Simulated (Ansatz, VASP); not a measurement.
One calculation of Si2Ni, two programs

```xyz
3
Lattice="0.0000 2.5368 3.0441 2.5368 0.0000 3.0441 2.5368 2.5368 0.0000" Properties=species:S:1:pos:R:3 pbc="T T T"
Si    1.2684    1.2684    1.5221
Si    3.8051    3.8051    4.5662
Ni    0.0000    0.0000    0.0000
```

Alike in both runs: task single point; functional PBEsol; k mesh 18 × 18 × 18; occupations gaussian, width 0.15 eV; no spin polarisation.

|  | VASP | Ansatz |
| --- | --- | --- |
| version | VASP 6.6.1 | Ansatz 0.2.0 |
| potentials or method | VASP PAW PBE potentials, release 64 (Si, Ni), cutoff 520 eV | scalar-relativistic, plane waves, PAW |
| valence electrons in the cell | 18 | 26 |

Ansatz gave:

```
gap on the k mesh at the Fermi level (eV)                     : none
pressure (GPa)                                                : 1.1
traceless stress, the component that is largest in VASP (GPa) : -9.91
```

Problem. Which values does VASP return?

Solution. gap on the k mesh at the Fermi level (eV): none; pressure (GPa): 1.2; traceless stress, the component that is largest in VASP (GPa): -9.76.

VASP's potentials were made for PBE, not for PBEsol. A gap of «none» marks a metal or a gap that the smearing closes. The functional is the same, so the differences come from potentials, cutoffs and numerics. VASP's potentials hold 18 valence electrons a cell and Ansatz's 26, so a difference there can come from the potentials and not from the codes.
